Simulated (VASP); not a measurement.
# WSe2 in VASP: a series of runs, part 2 of 2

VASP 6.6.1. Earlier steps stand in the parts before.

## Step 4: Single point, LDA

This run uses another cell than the first one, of the same volume but with other edges.

File INCAR:

```
PREC = Accurate
ENCUT = 500
EDIFF = 1E-6
ISMEAR = 0
SIGMA = 0.05
LREAL = F
LASPH = T
NELM = 120
ALGO = Normal
ISIF = 2
LWAVE = F
LCHARG = T
LELF = T
LVHAR = T
NBANDS = 20
GGA_COMPAT = F
```

File KPOINTS:

```
Automatic mesh
0
Gamma
  12 12 2
```

File POSCAR:

```
WSe2
1.0
    3.4114494262      0.0000000000      0.0000000000
   -1.7057247131      2.9544018668      0.0000000000
    0.0000000000      0.0000000000     15.7574204158
W Se
1 2
Direct
    0.0000000000      0.0000000000      0.0000000000
    0.3333333333      0.6666666667      0.0997865200
    0.3333333333      0.6666666667      0.9002134800
```

Potentials or basis: VASP PAW LDA potentials, release 64 (W_sv, Se).

Launch:

```sh
$ cat potpaw_LDA.64/W_sv/POTCAR potpaw_LDA.64/Se/POTCAR > POTCAR
$ mpirun -np 1 vasp_std > vasp.out
```

OUTCAR:

```text
PREC = Accurate
   ENCUT = 500
   EDIFF = 1E-6
   ISMEAR = 0
   LREAL = F
   LASPH = T
   NELM = 120
   ISIF = 2

 ion  position               nearest neighbor table
   1  0.000  0.000  0.000-   2 2.52   3 2.52   2 2.52   3 2.52   2 2.52   3 2.52
   2  0.333  0.667  0.100-   1 2.52   1 2.52   1 2.52
   3  0.333  0.667  0.900-   1 2.52   1 2.52   1 2.52

  LATTYP: Found a hexagonal cell.
 ALAT       =     3.4114494262
 C/A-ratio  =     4.6189810978

  Lattice vectors:

 A1 = (   3.4114494262,   0.0000000000,   0.0000000000)
 A2 = (  -1.7057247131,   2.9544018668,   0.0000000000)
 A3 = (   0.0000000000,   0.0000000000,  15.7574204158)

Analysis of symmetry for initial positions (statically):
=====================================================================
 Subroutine PRICEL returns:
 Original cell was already a primitive cell.

 Routine SETGRP: Setting up the symmetry group for a
 hexagonal supercell.

 Subroutine GETGRP returns: Found 12 space group operations
 (whereof 12 operations were pure point group operations)
 out of a pool of 24 trial point group operations.

The static configuration has the point symmetry D_3h.

Analysis of symmetry for dynamics (positions and initial velocities):
=====================================================================
 Subroutine PRICEL returns:
 Original cell was already a primitive cell.

 Routine SETGRP: Setting up the symmetry group for a
 hexagonal supercell.

 Subroutine GETGRP returns: Found 12 space group operations
 (whereof 12 operations were pure point group operations)
 out of a pool of 24 trial point group operations.

The dynamic configuration has the point symmetry D_3h.

 Subroutine INISYM returns: Found 12 space group operations
 (whereof 12 operations are pure point group operations),
 and found     1 'primitive' translations

[... 112 lines left out ...]
   EFERMI_NEDOS =   21; number of points for ismear=-14 and -15
   IALGO  =     38    algorithm
   IMIX   =      4    mixing-type and parameters
     AMIX     =   0.40;   BMIX     =  1.00
     AMIX_MAG =   1.60;   BMIX_MAG =  1.00
  volume/ion in A,a.u.               =      52.94       357.25
  Fermi-wavevector in a.u.,A,eV,Ry     =   0.895574  1.692389 10.912587  0.802053
  Thomas-Fermi vector in A             =   2.017923
   LORBIT       =      0    0 simple, 1 ext, 2 COOP (PROOUT), +10 PAW based schemes
   GGA     = CA    functional components
   LHFCALC =     F    Hartree Fock is set to
   AEXX    =    0.0000 exact exchange contribution
   IVDW    =     0    specifies the selected vdW correction
   LEPSILON=     F    determine dielectric tensor
   LRPA    =     F    only Hartree local field effects (RPA)
 non-spin polarized calculation
 Gauss-broadening in eV      SIGMA  =   0.05
  energy-cutoff  :      500.00
  volume of cell :      158.82
 maximum number of plane-waves:      4077
 NGX is ok and might be reduce to    28

 number of electron      26.0000000 magnetization

 Free energy of the ion-electron system (eV)
  ---------------------------------------------------
  ext. energy  EPLUGINS =         0.00000000
  ---------------------------------------------------
  free energy    TOTEN  =       -23.90290707 eV

  energy without entropy =      -23.90290707  energy(sigma->0) =      -23.90290707

 E-fermi :  -0.6750     XC(G=0):  -4.9539

 val. band max:       -0.9822911315   @ k =   0.0000   0.0000   0.5000
 cond. band min:      -0.1871737540   @ k =   0.3333   0.3333   0.0000
 fundamental gap:      0.7951173775
 Fermi energy:        -0.6749711538

 k-point     1 :       0.0000    0.0000    0.0000
  band No.  band energies     occupation
      1     -74.8052      2.00000
      2     -39.2516      2.00000
      3     -39.2412      2.00000
      4     -39.2412      2.00000
      5     -15.8583      2.00000
      6     -14.3177      2.00000
[... 541 lines left out ...]
     19       5.5687      0.00000
     20       5.6108      0.00000

 [... further k-points ...]

------------------------ aborting loop because EDIFF is reached ----------------------------------------

  FORCE on cell =-STRESS in cart. coord.  units (eV):
  Direction    XX          YY          ZZ          XY          YZ          ZX
  --------------------------------------------------------------------------------------
  -------------------------------------------------------------------------------------
  Total       -3.1635628     -3.1635628      2.2412616      0.0000000      0.0000000      0.0000000
  in kB      -31.9148950    -31.9148950     22.6104651      0.0000000      0.0000000      0.0000000
  external PRESSURE =     -13.7397749 kB  Pullay stress =       0.0000000 kB

 VOLUME and BASIS-vectors are now :
 -----------------------------------------------------------------------------
  energy-cutoff  :      500.00
  volume of cell :      158.82
      direct lattice vectors                 reciprocal lattice vectors
     3.411449426  0.000000000  0.000000000     0.293130536  0.169238994  0.000000000
    -1.705724713  2.954401867  0.000000000     0.000000000  0.338477988  0.000000000
     0.000000000  0.000000000 15.757420416     0.000000000  0.000000000  0.063462164

 POSITION                                       TOTAL-FORCE (eV/Angst)
 -----------------------------------------------------------------------------------
      0.00000      0.00000      0.00000         0.000000      0.000000      0.000000
     -0.00000      1.96960      1.57238        -0.000000     -0.000000      0.716730
     -0.00000      1.96960     14.18504         0.000000      0.000000     -0.716730
 -----------------------------------------------------------------------------------
    total drift:                                0.000000     -0.000000     -0.000000

  FREE ENERGIE OF THE ION-ELECTRON SYSTEM (eV)
  ---------------------------------------------------
  free  energy   TOTEN  =       -23.9029070652 eV

  energy  without entropy=      -23.9029070652  energy(sigma->0) =      -23.90290707
```

Wall time 5.2 min (1 thread of Intel Xeon 8259CL, shared host); peak memory 0.31 GiB.

What came out:

- Free energy: -23.9029 eV
- Largest force: 0.717 eV/Å
- Band gap on the k mesh: 0.80 eV (least direct gap 1.12 eV)

Forces in eV/Å, atoms in the order of the input:
```
W    0.000  0.000  0.000
Se   0.000  0.000  0.717
Se   0.000  0.000 -0.717
```

Caveat: spin-orbit coupling is left out, which moves the levels of the heavy elements.

## Step 5: Single point, LDA

This run uses another cell than the first one, of the same volume but with other edges.

File INCAR:

```
PREC = Accurate
ENCUT = 500
EDIFF = 1E-6
ISMEAR = 0
SIGMA = 0.05
LREAL = False
LASPH = True
NELM = 120
ALGO = Normal
ISIF = 2
LWAVE = False
LCHARG = False
NBANDS = 20
GGA_COMPAT = False
```

File KPOINTS:

```
regular mesh
0
Gamma
  12 12 2
```

File POSCAR:

```
WSe2
1.0
    3.2141833824      0.0000000000      0.0000000000
   -1.6070916912      2.7835644616      0.0000000000
    0.0000000000      0.0000000000     17.7509538231
W Se
1 2
Direct
    0.0000000000      0.0000000000      0.0000000000
    0.3333333333      0.6666666667      0.0997865200
    0.3333333333      0.6666666667      0.9002134800
```

Launch:

```sh
$ cat potpaw_LDA.64/W_sv/POTCAR potpaw_LDA.64/Se/POTCAR > POTCAR
$ mpirun -np 1 vasp_std > vasp.out
```

It took 4 min on 1 thread of Intel Xeon 8259CL, shared host; peak memory 0.28 GiB.

The run converged. Its results:

| Item | Value |
| --- | --- |
| Free energy | -23.9809 eV |
| Largest force | 1.436 eV/Å |
| Band gap on the k mesh | 1.31 eV (least direct gap 1.99 eV) |

Forces on the atoms (eV/Å):
```
W    0.000  0.000  0.000
Se   0.000  0.000 -1.436
Se   0.000  0.000  1.436
```

Levels at points of the mesh, in eV from the valence-band top:
```
           k point  band 9  band 10  band 11  band 12  band 13  band 14  band 15  band 16  band 17  band 18
(0.00, 0.00, 0.00)   -1.85    -1.85    -0.88    -0.72    -0.72     3.15     3.15     3.15     3.15     4.29
(0.50, 0.00, 0.00)   -4.12    -2.62    -2.48    -1.06    -0.49     2.70     2.80     3.53     4.22     4.70
(0.00, 0.00, 0.50)   -1.85    -1.85    -0.88    -0.72    -0.72     3.15     3.15     3.15     3.15     4.33
(0.50, 0.00, 0.50)   -4.12    -2.62    -2.48    -1.06    -0.49     2.70     2.80     3.53     4.22     4.70
```

Caveat: spin-orbit coupling is left out, which moves the levels of the heavy elements.

## Step 6: Overview

```tsv
cell	gap on the mesh (eV)	largest force (eV/Å)
a = 3.503, b = 3.503, c = 14.948 Å, angles 90.0, 90.0, 120.0°, 3 atoms	-	1.75
a = 3.122, b = 3.122, c = 18.811 Å, angles 90.0, 90.0, 120.0°, 3 atoms	0.95	2.35
a = 3.411, b = 3.411, c = 15.757 Å, angles 90.0, 90.0, 120.0°, 3 atoms	0.80	0.72
a = 3.214, b = 3.214, c = 17.751 Å, angles 90.0, 90.0, 120.0°, 3 atoms	1.31	1.44
```

Alike in all rows: task single point; level LDA; potentials or basis VASP PAW LDA potentials, release 64 (W_sv, Se); no spin polarisation; k mesh 12 × 12 × 2; cutoff (eV) 500; smearing gaussian 0.05 eV.

Caveats: spin-orbit coupling is left out, which moves the levels of the heavy elements.

Total energies depend on the potentials used, so only differences within one code and one set of settings carry meaning.
